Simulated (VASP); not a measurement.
# Ta (Im-3m) in VASP: notebook, part 2 of 2

VASP 6.6.1. The steps go on from the part before.

## (5) Single point, BLYP (volume scaled by 1.04)

INCAR reads:

```
SYSTEM = Ta
PREC = Accurate
ENCUT = 520
EDIFF = 1E-6
ISMEAR = -1
SIGMA = 0.1
LREAL = .FALSE.
LASPH = .TRUE.
NELM = 80
ALGO = Normal
ISIF = 2
LWAVE = .FALSE.
LCHARG = .FALSE.
GGA = B5
ALDAX = 1.0
AGGAX = 1.0
AGGAC = 1.0
ALDAC = 0.0
NBANDS = 12
```

KPOINTS reads:

```
Automatic mesh
0
G
  22 22 22
  0 0 0
```

POSCAR reads:

```
Ta
1.0
   -1.6999168101      1.6999168101      1.6999168101
    1.6999168101     -1.6999168101      1.6999168101
    1.6999168101      1.6999168101     -1.6999168101
Ta
1
Direct
    0.0000000000      0.0000000000      0.0000000000
```

Potentials or basis: VASP PAW PBE potentials, release 64 (Ta_pv).

Started as:

```bash
> cat potpaw_PBE.64/Ta_pv/POTCAR > POTCAR
> mpirun -np 1 vasp_std > vasp.out
```

OUTCAR:

```text
SYSTEM = Ta
   PREC = Accurate
   ENCUT = 520
   EDIFF = 1E-6
   ISMEAR = -1
   LREAL = .FALSE.
   LASPH = .TRUE.
   NELM = 80
   ISIF = 2
   GGA = B5

 ion  position               nearest neighbor table
   1  0.000  0.000  0.000-

  LATTYP: Found a body centered cubic cell.
 ALAT       =     3.3998336202

  Lattice vectors:

 A1 = (  -1.6999168101,   1.6999168101,   1.6999168101)
 A2 = (   1.6999168101,  -1.6999168101,   1.6999168101)
 A3 = (   1.6999168101,   1.6999168101,  -1.6999168101)

Analysis of symmetry for initial positions (statically):
=====================================================================
 Subroutine PRICEL returns:
 Original cell was already a primitive cell.

 Routine SETGRP: Setting up the symmetry group for a
 body centered cubic supercell.

 Subroutine GETGRP returns: Found 48 space group operations
 (whereof 48 operations were pure point group operations)
 out of a pool of 48 trial point group operations.

The static configuration has the point symmetry O_h .

Analysis of symmetry for dynamics (positions and initial velocities):
=====================================================================
 Subroutine PRICEL returns:
 Original cell was already a primitive cell.

 Routine SETGRP: Setting up the symmetry group for a
 body centered cubic supercell.

 Subroutine GETGRP returns: Found 48 space group operations
 (whereof 48 operations were pure point group operations)
 out of a pool of 48 trial point group operations.

The dynamic configuration has the point symmetry O_h .

 Subroutine INISYM returns: Found 48 space group operations
 (whereof 48 operations are pure point group operations),
 and found     1 'primitive' translations

----------------------------------------------------------------------------------------

                                     Primitive cell

  volume of cell :      19.6491

  direct lattice vectors                    reciprocal lattice vectors
    -1.699916810  1.699916810  1.699916810     0.000000000  0.294132040  0.294132040
     1.699916810 -1.699916810  1.699916810     0.294132040  0.000000000  0.294132040
     1.699916810  1.699916810 -1.699916810     0.294132040  0.294132040  0.000000000

  length of vectors
     2.944342284  2.944342284  2.944342284     0.415965521  0.415965521  0.415965521

  position of ions in fractional coordinates (direct lattice)
     0.000000000  0.000000000  0.000000000

  ion indices of the primitive-cell ions
   primitive index   ion index
                 1           1

----------------------------------------------------------------------------------------

 KPOINTS: Automatic mesh

Automatic generation of k-mesh.
 Grid dimensions read from file:
 generate k-points for:   22   22   22

 Generating k-lattice:

  Cartesian coordinates                     Fractional coordinates (reciprocal lattice)
     0.000000000  0.013369638  0.013369638     0.045454545  0.000000000  0.000000000
     0.013369638  0.000000000  0.013369638     0.000000000  0.045454545  0.000000000
     0.013369638  0.013369638  0.000000000     0.000000000  0.000000000  0.045454545

  Length of vectors
     0.018907524  0.018907524  0.018907524

  Shift w.r.t. Gamma in fractional coordinates (k-lattice)
     0.000000000  0.000000000  0.000000000

 Subroutine IBZKPT returns following result:
 ===========================================

 Found    328 irreducible k-points:

 Following reciprocal coordinates:
            Coordinates               Weight
  0.000000  0.000000  0.000000      1.000000
  0.045455  0.000000  0.000000     12.000000
  0.090909  0.000000  0.000000     12.000000
  0.136364  0.000000  0.000000     12.000000
  0.181818  0.000000  0.000000     12.000000
  0.227273  0.000000  0.000000     12.000000
[... 16 lines left out ...]
  0.090909  0.090909  0.000000     24.000000
  0.136364  0.090909  0.000000     48.000000
 [... further k-points ...]
   k-points           NKPTS =    328   k-points in BZ     NKDIM =    328   number of bands    NBANDS=     12
   number of dos      NEDOS =    301   number of ions     NIONS =      1
   total plane-waves  NPLWV =  13824
   dimension x,y,z NGX =    24 NGY =   24 NGZ =   24
   dimension x,y,z NGXF=    48 NGYF=   48 NGZF=   48
   ions per type =               1
   NGX,Y,Z   is equivalent  to a cutoff of  13.55, 13.55, 13.55 a.u.
   NGXF,Y,Z  is equivalent  to a cutoff of  27.10, 27.10, 27.10 a.u.
 SYSTEM =  Ta
   PREC   = accura    normal or accurate (medium, high low for compatibility)
   ISTART =      0    job   : 0-new  1-cont  2-samecut
   ICHARG =      2    charge: 1-file 2-atom 10-const
   ISPIN  =      1    spin polarized calculation?
   LNONCOLLINEAR =      F non collinear calculations
   LSORBIT =      F    spin-orbit coupling
   LASPH  =      T    aspherical Exc in radial PAW
   ENCUT  =  520.0 eV  38.22 Ry    6.18 a.u.   5.47  5.47  5.47*2*pi/ulx,y,z
   NELM   =     80;   NELMIN=  2; NELMDL= -5     # of ELM steps
   EDIFF  = 0.1E-05   stopping-criterion for ELM
   LREAL  =      F    real-space projection
   EDIFFG = 0.1E-04   stopping-criterion for IOM
   NSW    =      0    number of steps for IOM
   IBRION =     -1    ionic relax: 0-MD 1-quasi-New 2-CG
   NFREE  =      0    steps in history (QN), initial steepest desc. (CG)
   ISIF   =      2    stress and relaxation
   ISYM   =      2    0-nonsym 1-usesym 2-fastsym
   POTIM  = 0.5000    time-step for ionic-motion
   TEBEG  =    0.0;   TEEND  =   0.0 temperature during run
   PSTRESS=    0.0 pullay stress
   NELECT =      11.0000    total number of electrons
   NUPDOWN=      -1.0000    fix difference up-down
   EMIN   =  10.00;   EMAX   =-10.00  energy-range for DOS
   EFERMI =   0.00;   METHOD = LEGACY
   ISMEAR =    -1;   SIGMA  =   0.10  broadening in eV -4-tet -1-fermi 0-gaus
   EFERMI_NEDOS =   21; number of points for ismear=-14 and -15
   IALGO  =     38    algorithm
   IMIX   =      4    mixing-type and parameters
     AMIX     =   0.40;   BMIX     =  1.00
     AMIX_MAG =   1.60;   BMIX_MAG =  1.00
  volume/ion in A,a.u.               =      19.65       132.60
  Fermi-wavevector in a.u.,A,eV,Ry     =   1.349247  2.549707 24.768956  1.820467
  Thomas-Fermi vector in A             =   2.476849
   LORBIT       =      0    0 simple, 1 ext, 2 COOP (PROOUT), +10 PAW based schemes
   GGA     = B5    functional components
   LHFCALC =     F    Hartree Fock is set to
   AEXX    =    0.0000 exact exchange contribution
   IVDW    =     0    specifies the selected vdW correction
   LEPSILON=     F    determine dielectric tensor
   LRPA    =     F    only Hartree local field effects (RPA)
 non-spin polarized calculation
  energy-cutoff  :      520.00
  volume of cell :       19.65
 maximum number of plane-waves:       543
 NGX is ok and might be reduce to    24
   NGX = 11   NGY = 11   NGZ = 11

 number of electron      11.0000000 magnetization

 Free energy of the ion-electron system (eV)
  ---------------------------------------------------
  ext. energy  EPLUGINS =         0.00000000
  ---------------------------------------------------
  free energy    TOTEN  =       -10.30619677 eV

  energy without entropy =      -10.25699947  energy(sigma->0) =      -10.28159812

 E-fermi :   5.3792     XC(G=0): -11.5689

 val. band max:        5.3775993450   @ k =  -0.2727   0.2727   0.1364
 cond. band min:       5.3810768317   @ k =   0.3182   0.0909   0.0455
 fundamental gap:      0.0034774867
 Fermi energy:         5.3791534250

 k-point     1 :       0.0000    0.0000    0.0000
  band No.  band energies     occupation
      1     -27.9117      2.00000
      2     -27.9117      2.00000
      3     -27.9117      2.00000
      4      -2.0664      2.00000
      5       5.9720      0.00531
      6       5.9720      0.00531
      7       5.9720      0.00531
      8       8.9585      0.00000
      9       8.9585      0.00000
     10      19.1631      0.00000
     11      20.1325      0.00000
     12      20.1325      0.00000
[... 331 lines left out ...]
 k-point    24 :       0.1364    0.0909    0.0000
  band No.  band energies     occupation
      1     -28.2276      2.00000
      2     -27.9957      2.00000
      3     -27.9358      2.00000
      4      -0.6070      2.00000
      5       5.2662      1.51133
      6       5.4007      0.89293
      7       7.5375      0.00000
      8       8.1520      0.00000
      9       9.1734      0.00000
     10      19.1595      0.00000
     11      21.0447      0.00000
     12      21.6514      0.00000

 [... further k-points ...]

------------------------ aborting loop because EDIFF is reached ----------------------------------------

  FORCE on cell =-STRESS in cart. coord.  units (eV):
  Direction    XX          YY          ZZ          XY          YZ          ZX
  --------------------------------------------------------------------------------------
  -------------------------------------------------------------------------------------
  Total       -0.7298344     -0.7298344     -0.7298344     -0.0000000     -0.0000000      0.0000000
  in kB      -59.5102672    -59.5102672    -59.5102672     -0.0000000     -0.0000000      0.0000000
  external PRESSURE =     -59.5102672 kB  Pullay stress =       0.0000000 kB

 VOLUME and BASIS-vectors are now :
 -----------------------------------------------------------------------------
  energy-cutoff  :      520.00
  volume of cell :       19.65
      direct lattice vectors                 reciprocal lattice vectors
    -1.699916810  1.699916810  1.699916810     0.000000000  0.294132040  0.294132040
     1.699916810 -1.699916810  1.699916810     0.294132040  0.000000000  0.294132040
     1.699916810  1.699916810 -1.699916810     0.294132040  0.294132040  0.000000000

 POSITION                                       TOTAL-FORCE (eV/Angst)
 -----------------------------------------------------------------------------------
      0.00000      0.00000      0.00000         0.000000     -0.000000     -0.000000
 -----------------------------------------------------------------------------------
    total drift:                               -0.000000      0.000000      0.000000

  FREE ENERGIE OF THE ION-ELECTRON SYSTEM (eV)
  ---------------------------------------------------
  free  energy   TOTEN  =       -10.3061967705 eV

  energy  without entropy=      -10.2569994715  energy(sigma->0) =      -10.28159812
```

OSZICAR:

```text
N       E                     dE             d eps       ncg     rms          rms(c)
DAV:   1     0.625369825399E+02    0.62537E+02   -0.60777E+03  7904   0.864E+02
DAV:   2    -0.967252147998E+01   -0.72210E+02   -0.70470E+02  8852   0.242E+02
DAV:   3    -0.107726999979E+02   -0.11002E+01   -0.10880E+01  9468   0.282E+01
DAV:   4    -0.107760717781E+02   -0.33718E-02   -0.33713E-02  8824   0.172E+00
DAV:   5    -0.107760847746E+02   -0.12996E-04   -0.12997E-04  9408   0.102E-01    0.115E+01
DAV:   6    -0.104024038088E+02    0.37368E+00   -0.32471E-01  9284   0.603E+00    0.527E+00
DAV:   7    -0.103060136075E+02    0.96390E-01   -0.25953E-01  9104   0.495E+00    0.352E-01
DAV:   8    -0.103061952718E+02   -0.18166E-03   -0.89740E-03  8464   0.769E-01    0.117E-01
DAV:   9    -0.103062013072E+02   -0.60354E-05   -0.14736E-04  9412   0.126E-01    0.272E-02
DAV:  10    -0.103061965891E+02    0.47181E-05   -0.14263E-05  8556   0.379E-02    0.338E-03
DAV:  11    -0.103061967705E+02   -0.18136E-06   -0.29546E-07  5212   0.651E-03
   1 F= -.10306197E+02 E0= -.10281598E+02  d E =-.491973E-01
```

It took 71 s on 1 thread of Intel Xeon 8259CL, shared host; peak memory 0.2 GiB.

Results:

```
Free energy : -10.3062 eV
Pressure    : -6.0 GPa
```

Caveat: the PAW data sets were made with another functional, which shifts forces and pressure a little; spin-orbit coupling is left out, which moves the levels of the heavy elements.

## (6) The runs side by side

```csv
cell,gap on the mesh (eV),pressure (GPa)
"a = 2.867 Å, angles 109.5°, 1 atom",none,8.8
"a = 2.906 Å, angles 109.5°, 1 atom",none,0.7
"a = 2.944 Å, angles 109.5°, 1 atom",none,-6.0
```

Alike in all rows: task single point; level BLYP; potentials or basis VASP PAW PBE potentials, release 64 (Ta_pv); no spin polarisation; k mesh 22 × 22 × 22; cutoff (eV) 520; smearing fermi-dirac 0.1 eV.

Caveats: the PAW data sets were made with another functional, which shifts forces and pressure a little; spin-orbit coupling is left out, which moves the levels of the heavy elements.

Absolute energies hang on the potentials; compare differences alone.
